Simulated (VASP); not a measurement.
Write the native input for VASP 6.6.1 that does the following.

```yaml
Task: single point
Functional: r2SCAN
Potentials_or_basis: VASP PAW PBE potentials, release 64 (Mg_sv, O)
Cutoff: 750 eV
k_mesh: 9 × 9 × 8
Occupations: gaussian, width 0.05 eV
Spin: no spin polarisation
Dipole_correction: no
Mended: yes
Further_INCAR_settings: ALGO = Normal; EDIFF = 1e-06; NBANDS = 24
```

Crystal: MgO.

```
Mg O
1.0
     3.48638    0.00000    0.00000
    -1.74319    3.01929    0.00000
     0.00000    0.00000    4.17804
Mg O
2 2
Direct
  0.66667 0.33333 0.75000
  0.33333 0.66667 0.25000
  0.66667 0.33333 0.25000
  0.33333 0.66667 0.75000
```

The input as run:

POSCAR

```
MgO
1.0
    3.4863778627      0.0000000000      0.0000000000
   -1.7431889314      3.0192917963      0.0000000000
    0.0000000000      0.0000000000      4.1780412200
Mg O
2 2
Direct
    0.6666666700      0.3333333300      0.7500000000
    0.3333333300      0.6666666700      0.2500000000
    0.6666666700      0.3333333300      0.2500000000
    0.3333333300      0.6666666700      0.7500000000
```

INCAR.step1

```
SYSTEM = MgO
ALGO     = Normal         ! electronic algorithm
EDIFF    = 1E-5           ! SCF threshold, eV
ENCUT    = 750            ! plane-wave cutoff, eV
GGA      = PE             ! functional
GGA_COMPAT= .FALSE.      
ISMEAR   = 0              ! smearing method
LASPH    = .TRUE.         ! aspherical terms in the spheres
LCHARG   = .FALSE.        ! write CHGCAR
LREAL    = .FALSE.        ! projectors in reciprocal space
LWAVE    = .TRUE.         ! write WAVECAR
NBANDS   = 24             ! bands
NELM     = 120            ! most SCF steps
PREC     = Accurate       ! precision mode
SIGMA    = 0.05           ! smearing width, eV
```

INCAR.step2

```
SYSTEM = MgO
ALGO     = Normal         ! electronic algorithm
EDIFF    = 1E-6           ! SCF threshold, eV
ENCUT    = 750            ! plane-wave cutoff, eV
GGA_COMPAT= .FALSE.      
ISIF     = 2              ! what is computed and relaxed
ISMEAR   = 0              ! smearing method
ISTART   = 1            
LASPH    = .TRUE.         ! aspherical terms in the spheres
LCHARG   = .FALSE.        ! write CHGCAR
LMIXTAU  = .TRUE.       
LREAL    = .FALSE.        ! projectors in reciprocal space
LWAVE    = .FALSE.        ! write WAVECAR
METAGGA  = R2SCAN         ! meta-GGA
NBANDS   = 24             ! bands
NELM     = 120            ! most SCF steps
PREC     = Accurate       ! precision mode
SIGMA    = 0.05           ! smearing width, eV
```

KPOINTS

```
k-points
0
G
  9 9 8
  0 0 0
```

Potentials or basis: VASP PAW PBE potentials, release 64 (Mg_sv, O).

Launch:

```sh
$ cat potpaw_PBE.64/Mg_sv/POTCAR potpaw_PBE.64/O/POTCAR > POTCAR
$ cp INCAR.step1 INCAR
$ mpirun -np 1 vasp_std > vasp.out
$ cp INCAR.step2 INCAR
$ mpirun -np 1 vasp_std > vasp.out
```

Results of the run:

* Pressure: 0.0 GPa
* Band gap on the k mesh: 4.11 eV

Caveat: the PAW data sets were made with another functional, which shifts forces and pressure a little; an odd mesh through Γ misses points on the zone boundary, where band edges can lie.

Run time: 4.9 min on 1 thread of AMD EPYC 9R14 (Zen 4) (shared host), peak memory 0.23 GiB.
